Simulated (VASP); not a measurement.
Set up this calculation in VASP 6.6.1, as the native input.

```yaml
Task: single point
Functional: PBEsol
Potentials_or_basis: VASP PAW PBE potentials, release 64 (Sr_sv, V_sv, O)
Cutoff: 520 eV
k_mesh: 7 × 7 × 7
Occupations: fermi-dirac, width 0.05 eV
Spin: collinear spin, ferromagnetic start
Starting_moments: "[0.0, 3.5, 0.0, 0.0, 0.0] μB"
Dipole_correction: no
Further_INCAR_settings: ALGO = Normal; EDIFF = 1e-07; NBANDS = 32
```

The structure of SrVO3 lies in POSCAR:

```
SrVO3
1.0
    3.8409000000      0.0000000000      0.0000000000
    0.0000000000      3.8409000000      0.0000000000
    0.0000000000      0.0000000000      3.8409000000
Sr V O
1 1 3
Direct
    0.5000000000      0.5000000000      0.5000000000
    0.0000000000      0.0000000000      0.0000000000
    0.0000000000      0.0000000000      0.5000000000
    0.0000000000      0.5000000000      0.0000000000
    0.5000000000      0.0000000000      0.0000000000
```

These files were run (other wordings do the same):

INCAR

```
SYSTEM = SrVO3
  ALGO = Normal
  EDIFF = 1E-7
  ENCUT = 520
  GGA = PS
  ISIF = 2
  ISMEAR = -1
  ISPIN = 2
  LASPH = .TRUE.
  LCHARG = .TRUE.
  LELF = .TRUE.
  LMAXMIX = 4
  LORBIT = 11
  LREAL = .FALSE.
  LVHAR = .TRUE.
  LWAVE = .FALSE.
  MAGMOM = 0 3.5 0 0 0
  NBANDS = 32
  NELM = 150
  PREC = Accurate
  SIGMA = 0.05
```

KPOINTS

```
k-points
0
G
  7 7 7
  0 0 0
```

Potentials or basis: VASP PAW PBE potentials, release 64 (Sr_sv, V_sv, O).

Launch:

```sh
$ cat potpaw_PBE.64/Sr_sv/POTCAR potpaw_PBE.64/V_sv/POTCAR potpaw_PBE.64/O/POTCAR > POTCAR
$ mpirun -np 1 vasp_std > vasp.out
```

It gave:

| Quantity | Value |
| --- | --- |
| Pressure | -3.9 GPa |
| Net moment | 0.00 μB per cell |
| Valence electrons inside the program's atomic spheres | Sr 7.99; V 11.61; O 5.02 |

Caveat: the cell stands under tension; the PAW data sets were made with another functional, which shifts forces and pressure a little.

Run time: 2.4 min on 1 thread of Intel Xeon 8259CL (shared host), peak memory 0.22 GiB.
